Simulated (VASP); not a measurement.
# Te (C2/m) in VASP: further runs

Runs on Te. Level: PBE. Tasks: single point.

All numbers are computed with VASP 6.6.1; they aren't measurements. Logs are shortened: lines on timing, memory, paths and dates and some standing lists are left out, and cuts for length are marked.

## Step 1: The cell of the first run

Symmetry: C2/m, No. 12, monoclinic system. Conventional cell: a = 8.468 Å, b = 4.742 Å, c = 4.078 Å, α = 90.00°, β = 91.83°, γ = 90.00°. Te (site symmetry m) has 11 Te at 3.01 to 3.95 Å within 4.0 Å. Within 4.0 Å of Te (site symmetry 2/m) lie 12 Te at 3.01 to 3.95 Å.

## Step 2: Single point, PBE (zz strain of +3 %)

INCAR

```
PREC     = Accurate       # precision mode
ENCUT    = 520            # plane-wave cutoff, eV
EDIFF    = 1E-6           # SCF threshold, eV
ISMEAR   = -1             # smearing method
SIGMA    = 0.05           # smearing width, eV
LREAL    = False          # projectors in reciprocal space
LASPH    = True           # aspherical terms in the spheres
NELM     = 60             # most SCF steps
ALGO     = Normal         # electronic algorithm
ISIF     = 2              # what is computed and relaxed
LWAVE    = False          # write WAVECAR
LCHARG   = False          # write CHGCAR
GGA      = PE             # functional
NBANDS   = 16             # bands
```

KPOINTS

```
Automatic mesh
0
Gamma
  8 8 8
```

POSCAR

```
Te
1.0
    4.2341000000     -2.3712000000      0.0000000000
    4.2341000000      2.3712000000      0.0000000000
   -0.1304500000      0.0000000000      4.0760705000
Te
3
Direct
    0.6760000000      0.6760000000      0.6750000000
    0.3240000000      0.3240000000      0.3250000000
    0.0000000000      0.0000000000      0.0000000000
```

Potentials or basis: VASP PAW PBE potentials, release 64 (Te).

Run with:

```console
$ cat potpaw_PBE.64/Te/POTCAR > POTCAR
$ mpirun -np 1 vasp_std > vasp.out
```

OUTCAR:

```text
PREC = Accurate
   ENCUT = 520
   EDIFF = 1E-6
   ISMEAR = -1
   LREAL = False
   LASPH = True
   NELM = 60
   ISIF = 2
   GGA = PE

 ion  position               nearest neighbor table
   1  0.676  0.676  0.675-   3 3.01   2 3.06   2 3.06   3 3.12   3 3.12   2 3.26
   2  0.324  0.324  0.325-   3 3.01   1 3.06   1 3.06   3 3.12   3 3.12   1 3.26
   3  0.000  0.000  0.000-   1 3.01   2 3.01   1 3.12   1 3.12   2 3.12   2 3.12

  LATTYP: Found a base centered monoclinic cell.
 ALAT       =     8.4682000000
 B/A-ratio  =     0.5600245625
 C/A-ratio  =     0.4815849198
 COS(beta)  =    -0.0319874852

  Lattice vectors:

 A1 = (   4.2341000000,  -2.3712000000,   0.0000000000)
 A2 = (   4.2341000000,   2.3712000000,   0.0000000000)
 A3 = (  -0.1304500000,   0.0000000000,   4.0760705000)

Analysis of symmetry for initial positions (statically):
=====================================================================
 Subroutine PRICEL returns:
 Original cell was already a primitive cell.

 Routine SETGRP: Setting up the symmetry group for a
 base centered monoclinic supercell.

 Subroutine GETGRP returns: Found  4 space group operations
 (whereof  4 operations were pure point group operations)
 out of a pool of  4 trial point group operations.

The static configuration has the point symmetry C_2h.

Analysis of symmetry for dynamics (positions and initial velocities):
=====================================================================
 Subroutine PRICEL returns:
 Original cell was already a primitive cell.

 Routine SETGRP: Setting up the symmetry group for a
 base centered monoclinic supercell.

 Subroutine GETGRP returns: Found  4 space group operations
 (whereof  4 operations were pure point group operations)
 out of a pool of  4 trial point group operations.

The dynamic configuration has the point symmetry C_2h.

 Subroutine INISYM returns: Found  4 space group operations
 (whereof  4 operations are pure point group operations),
 and found     1 'primitive' translations

----------------------------------------------------------------------------------------

                                     Primitive cell

  volume of cell :      81.8467

  direct lattice vectors                    reciprocal lattice vectors
     4.234100000 -2.371200000  0.000000000     0.118088850 -0.210863698  0.003779299
     4.234100000  2.371200000  0.000000000     0.118088850  0.210863698  0.003779299
    -0.130450000  0.000000000  4.076070500     0.000000000  0.000000000  0.245334324

  length of vectors
     4.852854031  4.852854031  4.078157418     0.241708003  0.241708003  0.245334324

  position of ions in fractional coordinates (direct lattice)
     0.676000000  0.676000000  0.675000000
     0.324000000  0.324000000  0.325000000
     0.000000000  0.000000000  0.000000000

  ion indices of the primitive-cell ions
   primitive index   ion index
                 1           1
                 2           2
                 3           3

----------------------------------------------------------------------------------------

 KPOINTS: Automatic mesh

Automatic generation of k-mesh.
 Grid dimensions read from file:
 generate k-points for:    8    8    8

 Generating k-lattice:

  Cartesian coordinates                     Fractional coordinates (reciprocal lattice)
     0.014761106 -0.026357962  0.000472412     0.125000000 -0.000000000 -0.000000000
     0.014761106  0.026357962  0.000472412    -0.000000000  0.125000000 -0.000000000
     0.000000000  0.000000000  0.030666790     0.000000000  0.000000000  0.125000000

  Length of vectors
     0.030213500  0.030213500  0.030666790

  Shift w.r.t. Gamma in fractional coordinates (k-lattice)
     0.000000000  0.000000000  0.000000000

 Subroutine IBZKPT returns following result:
 ===========================================

 Found    150 irreducible k-points:

 Following reciprocal coordinates:
            Coordinates               Weight
  0.000000  0.000000  0.000000      1.000000
  0.125000  0.000000 -0.000000      4.000000
  0.250000  0.000000 -0.000000      4.000000
  0.375000  0.000000 -0.000000      4.000000
  0.500000  0.000000 -0.000000      2.000000
  0.125000  0.125000 -0.000000      2.000000
[... 16 lines left out ...]
  0.125000  0.000000  0.125000      4.000000
  0.250000  0.000000  0.125000      4.000000
 [... further k-points ...]
   k-points           NKPTS =    150   k-points in BZ     NKDIM =    150   number of bands    NBANDS=     16
   number of dos      NEDOS =    301   number of ions     NIONS =      3
   total plane-waves  NPLWV =  38880
   dimension x,y,z NGX =    36 NGY =   36 NGZ =   30
   dimension x,y,z NGXF=    72 NGYF=   72 NGZF=   60
   ions per type =               3
   NGX,Y,Z   is equivalent  to a cutoff of  12.33, 12.33, 12.23 a.u.
   NGXF,Y,Z  is equivalent  to a cutoff of  24.67, 24.67, 24.46 a.u.
 SYSTEM =  unknown system
   PREC   = accura    normal or accurate (medium, high low for compatibility)
   ISTART =      0    job   : 0-new  1-cont  2-samecut
   ICHARG =      2    charge: 1-file 2-atom 10-const
   ISPIN  =      1    spin polarized calculation?
   LNONCOLLINEAR =      F non collinear calculations
   LSORBIT =      F    spin-orbit coupling
   LASPH  =      T    aspherical Exc in radial PAW
   ENCUT  =  520.0 eV  38.22 Ry    6.18 a.u.   9.02  9.02  7.58*2*pi/ulx,y,z
   NELM   =     60;   NELMIN=  2; NELMDL= -5     # of ELM steps
   EDIFF  = 0.1E-05   stopping-criterion for ELM
   LREAL  =      F    real-space projection
   EDIFFG = 0.1E-04   stopping-criterion for IOM
   NSW    =      0    number of steps for IOM
   IBRION =     -1    ionic relax: 0-MD 1-quasi-New 2-CG
   NFREE  =      0    steps in history (QN), initial steepest desc. (CG)
   ISIF   =      2    stress and relaxation
   ISYM   =      2    0-nonsym 1-usesym 2-fastsym
   POTIM  = 0.5000    time-step for ionic-motion
   TEBEG  =    0.0;   TEEND  =   0.0 temperature during run
   PSTRESS=    0.0 pullay stress
   NELECT =      18.0000    total number of electrons
   NUPDOWN=      -1.0000    fix difference up-down
   EMIN   =  10.00;   EMAX   =-10.00  energy-range for DOS
   EFERMI =   0.00;   METHOD = LEGACY
   ISMEAR =    -1;   SIGMA  =   0.05  broadening in eV -4-tet -1-fermi 0-gaus
   EFERMI_NEDOS =   21; number of points for ismear=-14 and -15
   IALGO  =     38    algorithm
   IMIX   =      4    mixing-type and parameters
     AMIX     =   0.40;   BMIX     =  1.00
     AMIX_MAG =   1.60;   BMIX_MAG =  1.00
  volume/ion in A,a.u.               =      27.28       184.11
  Fermi-wavevector in a.u.,A,eV,Ry     =   0.988171  1.867372 13.285837  0.976481
  Thomas-Fermi vector in A             =   2.119678
   LORBIT       =      0    0 simple, 1 ext, 2 COOP (PROOUT), +10 PAW based schemes
   GGA     = PE    functional components
   LHFCALC =     F    Hartree Fock is set to
   AEXX    =    0.0000 exact exchange contribution
   IVDW    =     0    specifies the selected vdW correction
   LEPSILON=     F    determine dielectric tensor
   LRPA    =     F    only Hartree local field effects (RPA)
 non-spin polarized calculation
  energy-cutoff  :      520.00
  volume of cell :       81.85
 maximum number of plane-waves:      2228
   NGX = 19   NGY = 19   NGZ = 15

 number of electron      17.9999999 magnetization

 Free energy of the ion-electron system (eV)
  ---------------------------------------------------
  ext. energy  EPLUGINS =         0.00000000
  ---------------------------------------------------
  free energy    TOTEN  =        -8.87652271 eV

  energy without entropy =       -8.86283485  energy(sigma->0) =       -8.86967878

 E-fermi :   8.6234     XC(G=0): -10.1826

 val. band max:        8.6131063077   @ k =   0.3750   0.1250   0.2500
 cond. band min:       8.6287799921   @ k =   0.5000   0.1250   0.2500
 fundamental gap:      0.0156736844
 Fermi energy:         8.6233915451

 k-point     1 :       0.0000    0.0000    0.0000
  band No.  band energies     occupation
      1      -6.0069      2.00000
      2      -0.9956      2.00000
      3      -0.9400      2.00000
      4       4.0802      2.00000
      5       4.3661      2.00000
      6       4.8571      2.00000
[... 8 lines left out ...]
     15      15.6049      0.00000
     16      15.6594      0.00000

 k-point     2 :       0.1250    0.0000   -0.0000
  band No.  band energies     occupation
      1      -5.8804      2.00000
      2      -1.2260      2.00000
      3      -1.1054      2.00000
      4       3.5195      2.00000
      5       3.9526      2.00000
      6       5.1432      2.00000
[... 8 lines left out ...]
     15      15.2465      0.00000
     16      15.9390      0.00000

 k-point     3 :       0.2500    0.0000   -0.0000
  band No.  band energies     occupation
      1      -5.5040      2.00000
      2      -1.9978      2.00000
      3      -1.3650      2.00000
      4       2.9811      2.00000
      5       3.9573      2.00000
      6       5.5223      2.00000
[... 8 lines left out ...]
     15      14.8627      0.00000
     16      16.9559      0.00000

 k-point     4 :       0.3750    0.0000   -0.0000
  band No.  band energies     occupation
      1      -4.8901      2.00000
      2      -3.0261      2.00000
      3      -1.5573      2.00000
      4       2.5967      2.00000
      5       4.6782      2.00000
      6       5.7023      2.00000
[... 8 lines left out ...]
     15      14.9143      0.00000
     16      15.6371      0.00000
[... 324 lines left out ...]
 k-point    22 :       0.0000    0.0000    0.1250
  band No.  band energies     occupation
      1      -5.8892      2.00000
      2      -1.6455      2.00000
      3      -0.4209      2.00000
      4       4.1246      2.00000
      5       4.4375      2.00000
      6       4.9981      2.00000
[... 8 lines left out ...]
     15      14.4794      0.00000
     16      16.1748      0.00000

 k-point    23 :       0.1250    0.0000    0.1250
  band No.  band energies     occupation
      1      -5.7591      2.00000
      2      -1.7774      2.00000
      3      -0.6670      2.00000
      4       3.4857      2.00000
      5       3.8406      2.00000
      6       5.4308      2.00000
[... 8 lines left out ...]
     15      15.2917      0.00000
     16      15.6283      0.00000

 k-point    24 :       0.2500    0.0000    0.1250
  band No.  band energies     occupation
      1      -5.3793      2.00000
      2      -2.2817      2.00000
      3      -1.0725      2.00000
      4       3.0101      2.00000
      5       3.2547      2.00000
      6       6.0218      2.00000
[... 8 lines left out ...]
     15      15.8555      0.00000
     16      16.5575      0.00000

 [... further k-points ...]

------------------------ aborting loop because EDIFF is reached ----------------------------------------

  FORCE on cell =-STRESS in cart. coord.  units (eV):
  Direction    XX          YY          ZZ          XY          YZ          ZX
  --------------------------------------------------------------------------------------
  -------------------------------------------------------------------------------------
  Total        3.7624313      3.6966448      4.0535551      0.0000000      0.0000000      0.4316332
  in kB       73.6509214     72.3631259     79.3497723      0.0000000      0.0000000      8.4493713
  external PRESSURE =      75.1212732 kB  Pullay stress =       0.0000000 kB

 VOLUME and BASIS-vectors are now :
 -----------------------------------------------------------------------------
  energy-cutoff  :      520.00
  volume of cell :       81.85
      direct lattice vectors                 reciprocal lattice vectors
     4.234100000 -2.371200000  0.000000000     0.118088850 -0.210863698  0.003779299
     4.234100000  2.371200000  0.000000000     0.118088850  0.210863698  0.003779299
    -0.130450000  0.000000000  4.076070500     0.000000000  0.000000000  0.245334324

 POSITION                                       TOTAL-FORCE (eV/Angst)
 -----------------------------------------------------------------------------------
      5.63645      0.00000      2.75135        -0.401584      0.000000     -0.212238
      2.70130      0.00000      1.32472         0.401584      0.000000      0.212238
      0.00000      0.00000      0.00000        -0.000000      0.000000      0.000000
 -----------------------------------------------------------------------------------
    total drift:                               -0.000000      0.000000      0.000000

  FREE ENERGIE OF THE ION-ELECTRON SYSTEM (eV)
  ---------------------------------------------------
  free  energy   TOTEN  =        -8.8765227146 eV

  energy  without entropy=       -8.8628348525  energy(sigma->0) =       -8.86967878
```

Wall time 75 s (1 thread of Intel Xeon Platinum 8488C (Sapphire Rapids), shared host); peak memory 0.29 GiB.

Results:

```yaml
Free_energy: -8.8765 eV
Pressure: 7.5 GPa
Largest_force: 0.454 eV/Å
Band_gap_on_the_k_mesh: zero (band 9 reaches 10.27 eV, above the bottom of band 10 at 6.88 eV)
```

Forces in eV/Å, atoms in the order of the input:
```
Te  -0.402  0.000 -0.212
Te   0.402  0.000  0.212
Te   0.000  0.000  0.000
```

Stress tensor (GPa, compression positive):
```
7.37 0.00 0.84
0.00 7.24 0.00
0.84 0.00 7.93
```

Caveat: the cell differs from its parent crystal (zz strain of +3 %); spin-orbit coupling is left out, which moves the levels of the heavy elements.

## Step 3: Single point, PBE (equal xx and yy strain of -1 %)

INCAR

```
PREC = Accurate
ENCUT = 520
EDIFF = 1E-6
ISMEAR = -1
SIGMA = 0.05
LREAL = F
LASPH = T
NELM = 80
ALGO = Normal
ISIF = 2
LWAVE = F
LCHARG = F
GGA = PE
NBANDS = 16
```

KPOINTS is that of step 2.

POSCAR

```
Te
1.0
    4.1917590000     -2.3474880000      0.0000000000
    4.1917590000      2.3474880000      0.0000000000
   -0.1291455000      0.0000000000      3.9573500000
Te
3
Direct
    0.6760000000      0.6760000000      0.6750000000
    0.3240000000      0.3240000000      0.3250000000
    0.0000000000      0.0000000000      0.0000000000
```

Potentials or basis: VASP PAW PBE potentials, release 64 (Te).

Run with:

```console
$ cat potpaw_PBE.64/Te/POTCAR > POTCAR
$ mpirun -np 1 vasp_std > vasp.out
```

Run time: 1.8 min. Hardware: 1 thread of Oxide Virtual Turin-like, shared host; peak memory 0.26 GiB.

The run converged. Its results:

| Quantity | Value |
| --- | --- |
| Free energy | -8.6418 eV |
| Pressure | 11.6 GPa |
| Largest force | 0.572 eV/Å |
| Band gap on the k mesh | zero (band 9 reaches 11.11 eV, above the bottom of band 10 at 7.46 eV) |

Forces on the atoms (eV/Å):
```
Te  -0.525  0.000 -0.225
Te   0.525  0.000  0.225
Te   0.000  0.000  0.000
```

Stress tensor (GPa, compression positive):
```
11.78  0.00  0.94
 0.00 11.87  0.00
 0.94  0.00 11.16
```

Levels at points of the mesh, in eV from the Fermi level:
```csv
k point,band 6,band 7,band 8,band 9,band 10,band 11,band 12,band 13
"(0.00, 0.00, 0.00)",-4.04,-4.02,-2.33,-2.01,1.56,2.96,3.32,5.68
"(0.50, 0.00, 0.00)",-2.82,-2.77,0.14,0.21,0.44,0.89,2.73,3.78
"(0.50, 0.50, 0.00)",-2.87,-2.41,0.43,0.54,0.64,0.75,2.32,3.47
"(0.00, 0.00, 0.50)",-2.76,-2.69,-1.95,-1.92,-1.88,-1.70,-1.11,2.64
"(0.50, 0.00, 0.50)",-4.53,-4.00,-3.84,1.76,1.97,2.01,3.29,6.77
"(0.50, 0.50, 0.50)",-4.12,-4.00,-3.84,1.63,1.81,2.36,2.75,6.64
```

Caveat: the cell differs from its parent crystal (equal xx and yy strain of -1 %); spin-orbit coupling is left out, which moves the levels of the heavy elements.

## Step 4: Single point, PBE (equal xx and yy strain of +2 %)

INCAR

```
SYSTEM = Te
PREC     = Accurate       ! precision mode
ENCUT    = 520            ! plane-wave cutoff, eV
EDIFF    = 1E-6           ! SCF threshold, eV
ISMEAR   = -1             ! smearing method
SIGMA    = 0.05           ! smearing width, eV
LREAL    = .FALSE.        ! projectors in reciprocal space
LASPH    = .TRUE.         ! aspherical terms in the spheres
NELM     = 80             ! most SCF steps
ALGO     = Normal         ! electronic algorithm
ISIF     = 2              ! what is computed and relaxed
LWAVE    = .FALSE.        ! write WAVECAR
LCHARG   = .TRUE.         ! write CHGCAR
GGA      = PE             ! functional
LELF     = .TRUE.         ! ELF
LVHAR    = .TRUE.       
NBANDS   = 16             ! bands
```

KPOINTS

```
regular mesh
0
G
  8 8 8
  0 0 0
```

POSCAR

```
Te
1.0
    4.3187820000     -2.4186240000      0.0000000000
    4.3187820000      2.4186240000      0.0000000000
   -0.1330590000      0.0000000000      3.9573500000
Te
3
Direct
    0.6760000000      0.6760000000      0.6750000000
    0.3240000000      0.3240000000      0.3250000000
    0.0000000000      0.0000000000      0.0000000000
```

Run with:

```console
$ cat potpaw_PBE.64/Te/POTCAR > POTCAR
$ mpirun -np 1 vasp_std > vasp.out
```

It took 3 min on 1 thread of Oxide Virtual Turin-like, shared host; peak memory 0.27 GiB.

It converged, with:

```yaml
Free_energy: -8.8790 eV
Pressure: 5.5 GPa
Largest_force: 0.378 eV/Å
Band_gap_on_the_k_mesh: zero (band 9 reaches 9.87 eV, above the bottom of band 10 at 6.74 eV)
```

Forces on the atoms (eV/Å):
```
Te  -0.335  0.000 -0.175
Te   0.335  0.000  0.175
Te   0.000  0.000  0.000
```

Stress tensor (GPa, compression positive):
```
4.36 0.00 1.04
0.00 4.51 0.00
1.04 0.00 7.52
```

Levels at points of the mesh, in eV from the Fermi level:
```tsv
k point	band 5	band 6	band 7	band 8	band 9	band 10	band 11	band 12	band 13	band 14
(0.00, 0.00, 0.00)	-4.26	-3.74	-3.73	-1.93	-1.64	1.53	2.92	3.23	5.80	6.15
(0.50, 0.00, 0.00)	-2.51	-2.51	-2.31	0.12	0.19	0.48	0.89	3.19	3.35	5.84
(0.50, 0.50, 0.00)	-2.78	-2.53	-2.15	0.44	0.47	0.60	0.78	2.80	3.05	5.85
(0.00, 0.00, 0.50)	-3.58	-2.73	-2.65	-1.78	-1.69	-1.65	-1.48	-0.92	2.90	3.19
(0.50, 0.00, 0.50)	-4.26	-4.12	-3.73	-3.50	1.48	1.69	1.72	3.03	6.72	7.05
(0.50, 0.50, 0.50)	-3.77	-3.76	-3.74	-3.60	1.36	1.51	2.03	2.52	6.61	6.88
```

Caveat: the cell differs from its parent crystal (equal xx and yy strain of +2 %); spin-orbit coupling is left out, which moves the levels of the heavy elements.

## Step 5: Overview

| cell | gap on the mesh (eV) | pressure (GPa) | largest force (eV/Å) |
| --- | --- | --- | --- |
| a = 4.853, b = 4.853, c = 4.078 Å, angles 91.6, 91.6, 58.5°, 3 atoms | none | 7.5 | 0.45 |
| a = 4.804, b = 4.804, c = 3.959 Å, angles 91.6, 91.6, 58.5°, 3 atoms | none | 11.6 | 0.57 |
| a = 4.950, b = 4.950, c = 3.960 Å, angles 91.7, 91.7, 58.5°, 3 atoms | none | 5.5 | 0.38 |

Alike in all rows: task single point; level PBE; potentials or basis VASP PAW PBE potentials, release 64 (Te); no spin polarisation; k mesh 8 × 8 × 8; cutoff (eV) 520; smearing fermi-dirac 0.05 eV.

Caveats: spin-orbit coupling is left out, which moves the levels of the heavy elements.

Total energies depend on the potentials used, so only differences within one code and one set of settings carry meaning.
